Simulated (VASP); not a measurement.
# RbGeBr2 (P-6m2) in VASP: a series of runs

Runs on RbGeBr2. Level: PBE. Tasks: single point, relaxation of cell and atoms.

Everything below comes from runs of VASP 6.6.1. Logs are shortened: lines on timing, memory, paths and dates and some standing lists are left out, and cuts for length are marked.

### Step 1. The cell of the first run

It takes space group P-6m2 (No. 187, hexagonal). Conventional cell: a = 4.042 Å, b = 4.042 Å, c = 7.923 Å, α = 90.00°, β = 90.00°, γ = 120.00°. Rb (site symmetry -6m2) has 6 Br at 3.06 Å and 2 Ge at 3.96 Å and 6 Rb at 4.04 Å within 4.1 Å. Within 4.1 Å of Ge (site symmetry -6m2) lie 6 Br at 3.06 Å and 2 Rb at 3.96 Å and 6 Ge at 4.04 Å. Within 4.1 Å of Br (site symmetry 3m) lie 3 Rb at 3.06 Å and 3 Ge at 3.06 Å and 8 Br at 3.96 to 4.04 Å.

### Step 2. Single point, PBE

INCAR

```
PREC     = Accurate       # precision mode
ENCUT    = 520            # plane-wave cutoff, eV
EDIFF    = 1E-6           # SCF threshold, eV
ISMEAR   = 0              # smearing method
SIGMA    = 0.1            # smearing width, eV
LREAL    = F              # projectors in reciprocal space
LASPH    = T              # aspherical terms in the spheres
NELM     = 80             # most SCF steps
ALGO     = Normal         # electronic algorithm
ISIF     = 2              # what is computed and relaxed
LWAVE    = F              # write WAVECAR
LCHARG   = T              # write CHGCAR
GGA      = PE             # functional
LELF     = T              # ELF
LVHAR    = T            
NBANDS   = 26             # bands
```

KPOINTS

```
Automatic mesh
0
Gamma
  6 6 2
```

POSCAR

```
RbGeBr2
1.0
    4.0422721300      0.0000000000      0.0000000000
   -2.0211360600      3.5007103500      0.0000000000
    0.0000000000      0.0000000000      7.9228533700
Rb Ge Br
1 1 2
Direct
    0.0000000000      0.0000000000      0.0000000000
    0.0000000000      0.0000000000      0.5000000000
    0.3333333300      0.6666666700      0.2500000000
    0.3333333300      0.6666666700      0.7500000000
```

Potentials or basis: VASP PAW PBE potentials, release 64 (Rb_sv, Ge_d, Br).

Run with:

```
$ cat potpaw_PBE.64/Rb_sv/POTCAR potpaw_PBE.64/Ge_d/POTCAR potpaw_PBE.64/Br/POTCAR > POTCAR
$ mpirun -np 1 vasp_std > vasp.out
```

OUTCAR:

```text
PREC = Accurate
   ENCUT = 520
   EDIFF = 1E-6
   ISMEAR = 0
   LREAL = F
   LASPH = T
   NELM = 80
   ISIF = 2
   GGA = PE

 ion  position               nearest neighbor table
   1  0.000  0.000  0.000-   3 3.06   4 3.06   3 3.06   4 3.06   3 3.06   4 3.06   2 3.96   2 3.96

   2  0.000  0.000  0.500-   1 3.96   1 3.96
   3  0.333  0.667  0.250-   1 3.06   1 3.06   1 3.06
   4  0.333  0.667  0.750-   1 3.06   1 3.06   1 3.06

  LATTYP: Found a hexagonal cell.
 ALAT       =     4.0422721300
 C/A-ratio  =     1.9599999988

  Lattice vectors:

 A1 = (   4.0422721300,   0.0000000000,   0.0000000000)
 A2 = (  -2.0211360600,   3.5007103500,   0.0000000000)
 A3 = (   0.0000000000,   0.0000000000,   7.9228533700)

Analysis of symmetry for initial positions (statically):
=====================================================================
 Subroutine PRICEL returns:
 Original cell was already a primitive cell.

 Routine SETGRP: Setting up the symmetry group for a
 hexagonal supercell.

 Subroutine GETGRP returns: Found 12 space group operations
 (whereof 12 operations were pure point group operations)
 out of a pool of 24 trial point group operations.

The static configuration has the point symmetry D_3h.

Analysis of symmetry for dynamics (positions and initial velocities):
=====================================================================
 Subroutine PRICEL returns:
 Original cell was already a primitive cell.

 Routine SETGRP: Setting up the symmetry group for a
 hexagonal supercell.

 Subroutine GETGRP returns: Found 12 space group operations
 (whereof 12 operations were pure point group operations)
 out of a pool of 24 trial point group operations.

The dynamic configuration has the point symmetry D_3h.

 Subroutine INISYM returns: Found 12 space group operations
 (whereof 12 operations are pure point group operations),
 and found     1 'primitive' translations

----------------------------------------------------------------------------------------

                                     Primitive cell

  volume of cell :     112.1149

  direct lattice vectors                    reciprocal lattice vectors
     4.042272130  0.000000000  0.000000000     0.247385621  0.142828155  0.000000000
    -2.021136060  3.500710350  0.000000000     0.000000000  0.285656310  0.000000000
     0.000000000  0.000000000  7.922853370     0.000000000  0.000000000  0.126217154

[... 74 lines left out ...]
   ENCUT  =  520.0 eV  38.22 Ry    6.18 a.u.   7.52  7.52 14.73*2*pi/ulx,y,z
   NELM   =     80;   NELMIN=  2; NELMDL= -5     # of ELM steps
   EDIFF  = 0.1E-05   stopping-criterion for ELM
   LREAL  =      F    real-space projection
   EDIFFG = 0.1E-04   stopping-criterion for IOM
   NSW    =      0    number of steps for IOM
   IBRION =     -1    ionic relax: 0-MD 1-quasi-New 2-CG
   NFREE  =      0    steps in history (QN), initial steepest desc. (CG)
   ISIF   =      2    stress and relaxation
   ISYM   =      2    0-nonsym 1-usesym 2-fastsym
   POTIM  = 0.5000    time-step for ionic-motion
   TEBEG  =    0.0;   TEEND  =   0.0 temperature during run
   PSTRESS=    0.0 pullay stress
   NELECT =      37.0000    total number of electrons
   NUPDOWN=      -1.0000    fix difference up-down
   EMIN   =  10.00;   EMAX   =-10.00  energy-range for DOS
   EFERMI =   0.00;   METHOD = LEGACY
   ISMEAR =     0;   SIGMA  =   0.10  broadening in eV -4-tet -1-fermi 0-gaus
   EFERMI_NEDOS =   21; number of points for ismear=-14 and -15
   IALGO  =     38    algorithm
   IMIX   =      4    mixing-type and parameters
     AMIX     =   0.40;   BMIX     =  1.00
     AMIX_MAG =   1.60;   BMIX_MAG =  1.00
  volume/ion in A,a.u.               =      28.03       189.15
  Fermi-wavevector in a.u.,A,eV,Ry     =   1.131326  2.137895 17.414065  1.279898
  Thomas-Fermi vector in A             =   2.268024
   LORBIT       =      0    0 simple, 1 ext, 2 COOP (PROOUT), +10 PAW based schemes
   GGA     = PE    functional components
   LHFCALC =     F    Hartree Fock is set to
   AEXX    =    0.0000 exact exchange contribution
   IVDW    =     0    specifies the selected vdW correction
   LEPSILON=     F    determine dielectric tensor
   LRPA    =     F    only Hartree local field effects (RPA)
 non-spin polarized calculation
 Gauss-broadening in eV      SIGMA  =   0.10
  energy-cutoff  :      520.00
  volume of cell :      112.11
 maximum number of plane-waves:      3047
   NGX = 15   NGY = 15   NGZ = 29

 number of electron      36.9999991 magnetization

 Free energy of the ion-electron system (eV)
  ---------------------------------------------------
  ext. energy  EPLUGINS =         0.00000000
  ---------------------------------------------------
  free energy    TOTEN  =       -10.50141743 eV

  energy without entropy =      -10.49432854  energy(sigma->0) =      -10.49787298

 E-fermi :   3.7971     XC(G=0):  -8.9511

 val. band max:        3.7859460149   @ k =   0.0000   0.0000   0.5000
 cond. band min:       3.9458311896   @ k =   0.5000   0.0000   0.5000
 fundamental gap:      0.1598851748
 Fermi energy:         3.7971041026

 k-point     1 :       0.0000    0.0000    0.0000
  band No.  band energies     occupation
      1     -23.8264      2.00000
      2     -22.3179      2.00000
      3     -22.2862      2.00000
      4     -22.2862      2.00000
      5     -22.2021      2.00000
      6     -22.2021      2.00000
[... 395 lines left out ...]
     25      10.4395      0.00000
     26      10.7594      0.00000

------------------------ aborting loop because EDIFF is reached ----------------------------------------

  FORCE on cell =-STRESS in cart. coord.  units (eV):
  Direction    XX          YY          ZZ          XY          YZ          ZX
  --------------------------------------------------------------------------------------
  -------------------------------------------------------------------------------------
  Total        3.1787287      3.1787287      7.2822335      0.0000000      0.0000000      0.0000000
  in kB       45.4256030     45.4256029    104.0667136      0.0000001      0.0000000      0.0000000
  external PRESSURE =      64.9726398 kB  Pullay stress =       0.0000000 kB

 VOLUME and BASIS-vectors are now :
 -----------------------------------------------------------------------------
  energy-cutoff  :      520.00
  volume of cell :      112.11
      direct lattice vectors                 reciprocal lattice vectors
     4.042272130  0.000000000  0.000000000     0.247385621  0.142828155  0.000000000
    -2.021136060  3.500710350  0.000000000     0.000000000  0.285656310  0.000000000
     0.000000000  0.000000000  7.922853370     0.000000000  0.000000000  0.126217154

 POSITION                                       TOTAL-FORCE (eV/Angst)
 -----------------------------------------------------------------------------------
      0.00000      0.00000      0.00000        -0.000000      0.000000      0.000000
      0.00000      0.00000      3.96143        -0.000000      0.000000      0.000000
     -0.00000      2.33381      1.98071         0.000000     -0.000000      0.784413
     -0.00000      2.33381      5.94214         0.000000     -0.000000     -0.784413
 -----------------------------------------------------------------------------------
    total drift:                                0.000025     -0.000015      0.000000

  FREE ENERGIE OF THE ION-ELECTRON SYSTEM (eV)
  ---------------------------------------------------
  free  energy   TOTEN  =       -10.5014174262 eV

  energy  without entropy=      -10.4943285360  energy(sigma->0) =      -10.49787298
```

It took 30 s on 1 thread of AMD EPYC 9R45 (Zen 5), shared host; peak memory 0.2 GiB.

What came out:

```yaml
Free_energy: -10.5014 eV
Pressure: 6.5 GPa
Largest_force: 0.784 eV/Å
Band_gap_on_the_k_mesh: zero (an odd number of electrons rules out a gap without spin polarisation)
```

Forces on the atoms (eV/Å):
```
Rb   0.000  0.000  0.000
Ge   0.000  0.000  0.000
Br   0.000  0.000  0.784
Br   0.000  0.000 -0.784
```

Levels at points of the mesh, in eV from the Fermi level:
```
           k point  band 15  band 16  band 17  band 18  band 19  band 20  band 21  band 22
(0.00, 0.00, 0.00)    -3.74    -3.74    -3.54    -3.54     0.66     1.33     1.33     2.63
(0.50, 0.00, 0.00)    -4.13    -4.03    -3.80    -3.79    -0.35     0.70     1.27     2.59
(0.00, 0.00, 0.50)    -3.75    -3.54    -3.54    -2.84    -0.01     1.42     1.42     3.24
(0.50, 0.00, 0.50)    -4.40    -4.19    -3.82    -3.72     0.15     0.64     1.15     3.62
```

Caveat: the k points lie up to 0.40 Å⁻¹ apart, too coarse for converged energies and pressures of a metal; an odd number of electrons without spin polarisation forces a metal; a magnetic or distorted state may lie lower.

### Step 3. Single point, PBE

This run uses another cell than the first one, of 32.59 Å³/atom.

INCAR

```
PREC     = Accurate       # precision mode
ENCUT    = 520            # plane-wave cutoff, eV
EDIFF    = 1E-6           # SCF threshold, eV
ISMEAR   = 0              # smearing method
SIGMA    = 0.1            # smearing width, eV
LREAL    = False          # projectors in reciprocal space
LASPH    = True           # aspherical terms in the spheres
NELM     = 100            # most SCF steps
ALGO     = Normal         # electronic algorithm
ISIF     = 2              # what is computed and relaxed
LWAVE    = False          # write WAVECAR
LCHARG   = True           # write CHGCAR
GGA      = PE             # functional
LELF     = True           # ELF
LVHAR    = True         
NBANDS   = 26             # bands
```

KPOINTS is that of step 2.

POSCAR

```
RbGeBr2
1.0
    4.1023775722     -0.0000000029      0.0000000000
   -2.0511887836      3.5527631949      0.0000000000
    0.0000000000      0.0000000000      8.9448984551
Rb Ge Br
1 1 2
Direct
    0.0000000000      0.0000000000      0.0000000000
    0.0000000000      0.0000000000      0.5000000000
    0.3333333333      0.6666666667      0.2653953339
    0.3333333333      0.6666666667      0.7346046661
```

Potentials or basis: VASP PAW PBE potentials, release 64 (Rb_sv, Ge_d, Br).

Run with:

```
$ cat potpaw_PBE.64/Rb_sv/POTCAR potpaw_PBE.64/Ge_d/POTCAR potpaw_PBE.64/Br/POTCAR > POTCAR
$ mpirun -np 1 vasp_std > vasp.out
```

It took 40 s on 1 thread of AMD EPYC 9R45 (Zen 5), shared host; peak memory 0.23 GiB.

It converged, with:

* Free energy: -11.0735 eV
* Pressure: 0.1 GPa
* Largest force: 0.008 eV/Å
* Band gap on the k mesh: zero (an odd number of electrons rules out a gap without spin polarisation)

Forces in eV/Å, atoms in the order of the input:
```
Rb   0.000  0.000  0.000
Ge   0.000  0.000  0.000
Br   0.000  0.000 -0.008
Br   0.000  0.000  0.008
```

Stress tensor (GPa, compression positive):
```
-0.07  0.00  0.00
 0.00 -0.07  0.00
 0.00  0.00  0.38
```

Levels at points of the mesh, in eV from the Fermi level:
```
           k point  band 14  band 15  band 16  band 17  band 18  band 19  band 20  band 21  band 22  band 23
(0.00, 0.00, 0.00)    -3.64    -3.13    -3.13    -2.98    -2.98     0.59     1.52     1.52     1.81     3.57
(0.50, 0.00, 0.00)    -4.84    -3.67    -3.65    -3.60    -3.40    -0.31     0.85     1.26     2.59     4.53
(0.00, 0.00, 0.50)    -3.13    -3.13    -2.97    -2.97    -2.97     0.02     1.55     1.55     2.22     4.49
(0.50, 0.00, 0.50)    -4.81    -3.77    -3.70    -3.67    -3.29    -0.04     0.84     1.20     2.91     4.66
```

Caveat: an odd number of electrons without spin polarisation forces a metal; a magnetic or distorted state may lie lower.

(Part 1 of 2 ends here.)
